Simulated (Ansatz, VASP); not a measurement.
**Two plane-wave programs on RbBr**

Contents of POSCAR:

```
RbBr
1.0
    0.0000000000      3.4039993070      3.4039993070
    3.4039993070      0.0000000000      3.4039993070
    3.4039993070      3.4039993070      0.0000000000
Rb Br
1 1
Direct
    0.0000000000      0.0000000000      0.0000000000
    0.5000000000      0.5000000000      0.5000000000
```

The input INCAR.step1:

```
ALGO = Normal
EDIFF = 1E-5
ENCUT = 520
GGA = PE
ISIF = 2
ISMEAR = -1
LASPH = True
LCHARG = False
LREAL = False
LWAVE = True
NBANDS = 15
NELM = 100
PREC = Accurate
SIGMA = 0.05
```

The input INCAR.step2:

```
ALGO = Normal
EDIFF = 1E-6
ENCUT = 520
GGA = PE
HFSCREEN = 0.2079
ISIF = 2
ISMEAR = -1
ISTART = 1
LASPH = True
LCHARG = False
LHFCALC = True
LREAL = False
LWAVE = False
NBANDS = 15
NELM = 100
PREC = Accurate
PRECFOCK = Normal
SIGMA = 0.05
```

Contents of KPOINTS:

```
k-points
0
Gamma
  4 4 4
```

input

```
crystal:
  lattice:
    - [0.0, 3.403999307, 3.403999307]
    - [3.403999307, 0.0, 3.403999307]
    - [3.403999307, 3.403999307, 0.0]
  atoms:
    - { symbol: Rb, position: [0.0, 0.0, 0.0] }
    - { symbol: Br, position: [0.5, 0.5, 0.5] }
hamiltonian:
  xc: hse06
  pseudopotentials: { kind: paw }
kpoints:
  mp_grid: { grid: [4, 4, 4] }
scf:
  occupations: { method: fermi_dirac, width: 0.05 }
output:
  forces: true
  stress: true
  eigenvalues: true
  write_density: true
  write_potential: true
  elf: true
  volumetric_format: npy
```

Alike in both runs: task single point; functional HSE06; k mesh 4 × 4 × 4; occupations fermi-dirac, width 0.05 eV; no spin polarisation.

|  | VASP | Ansatz |
| --- | --- | --- |
| version | VASP 6.6.1 | Ansatz 0.2.0 |
| potentials or method | VASP PAW PBE potentials, release 64 (Rb_sv, Br) | Ansatz PAW |
| plane-wave cutoff (eV) | 520 | 420 |
| valence electrons in the cell | 16 | 16 |

|  | VASP | Ansatz | Ansatz less VASP |
| --- | --- | --- | --- |
| gap on the k mesh at the Fermi level (eV) | 5.58 | 5.58 | +0.002 |
| least direct gap on the mesh (eV) | 5.58 | 5.58 | +0.002 |
| pressure (GPa) | 1.1 | 1.1 | -0.01 |

With one functional, cell and mesh, what is left measures potentials, basis and numerics.
